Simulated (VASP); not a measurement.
Input of a VASP 6.6.1 run:

Contents of INCAR:

```
  PREC = Accurate
  ENCUT = 520
  EDIFF = 1E-6
  ISMEAR = -1
  SIGMA = 0.1
  LREAL = F
  LASPH = T
  NELM = 100
  ALGO = Normal
  ISIF = 2
  LWAVE = F
  LCHARG = F
  GGA = PS
  NBANDS = 33
```

File KPOINTS:

```
Automatic mesh
0
Gamma
  5 5 8
```

File POSCAR:

```
TaN
1.0
    5.2979082253      0.0000000000      0.0000000000
   -2.6489541127      4.5881231120      0.0000000000
    0.0000000000      0.0000000000      2.9680929261
Ta N
3 3
Direct
    0.3333333333      0.6666666667      0.5000000000
    0.6666666667      0.3333333333      0.5000000000
    0.0000000000      0.0000000000      0.0000000000
    0.3928500000      0.0000000000      0.0000000000
    0.6071500000      0.6071500000      0.0000000000
    0.0000000000      0.3928500000      0.0000000000
```

Potentials or basis: VASP PAW PBE potentials, release 64 (Ta_pv, N).

The run is started by

```bash
$ cat potpaw_PBE.64/Ta_pv/POTCAR potpaw_PBE.64/N/POTCAR > POTCAR
$ mpirun -np 1 vasp_std > vasp.out
```

Q: What does it give for the largest force?

A: 0.237 eV/Å.

Q: What does it give for the band gap on the k mesh?

A: Zero (band 24 reaches 9.32 eV, above the bottom of band 25 at 6.39 eV).

Stress tensor (GPa, compression positive):
```
-18.65   0.00   0.00
  0.00 -18.65   0.00
  0.00   0.00 -21.27
```

Caveat: the PAW data sets were made with another functional, which shifts forces and pressure a little; spin-orbit coupling is left out, which moves the levels of the heavy elements.
